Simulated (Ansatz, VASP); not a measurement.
PtSe2: VASP beside Ansatz

```
Pt Se
1.0
     3.75166    0.00000    0.00000
    -1.87583    3.24903    0.00000
     0.00000    0.00000    6.23317
Pt Se
1 2
Direct
  0.00000 0.00000 0.00000
  0.33333 0.66667 0.20019
  0.66667 0.33333 0.79981
```

Change from the starting cell: strain -0.0450 x Voigt [0, 0, 1, 0, 0, 0], atoms carried along.

Alike in both runs: task single point; functional PBE; k mesh 12 × 12 × 4; occupations gaussian, width 0.05 eV; no spin polarisation.

|  | VASP | Ansatz |
| --- | --- | --- |
| version | VASP 6.6.1 | Ansatz 0.2.0 |
| potentials or method | VASP PAW PBE potentials, release 64 (Pt, Se), cutoff 520 eV | scalar-relativistic, plane waves, PAW |
| valence electrons in the cell | 22 | 50 |

Ansatz gave:

```
gap on the k mesh at the Fermi level (eV)                     : 0.72
least direct gap on the mesh (eV)                             : 0.88
pressure (GPa)                                                : 3.3
traceless stress, the component that is largest in VASP (GPa) : 0.33
rms of the force components (eV/Å)                            : 0.322
```

Q: Which values does VASP return?

A: gap on the k mesh at the Fermi level (eV): 0.71; least direct gap on the mesh (eV): 0.87; pressure (GPa): 3.3; traceless stress, the component that is largest in VASP (GPa): 0.33; rms of the force components (eV/Å): 0.322.

Atom by atom the forces differ by 0.000 eV/Å (rms over components). VASP's potentials hold 22 valence electrons a cell and Ansatz's 50, so a difference there can come from the potentials and not from the codes.

Spin-orbit coupling is off throughout.
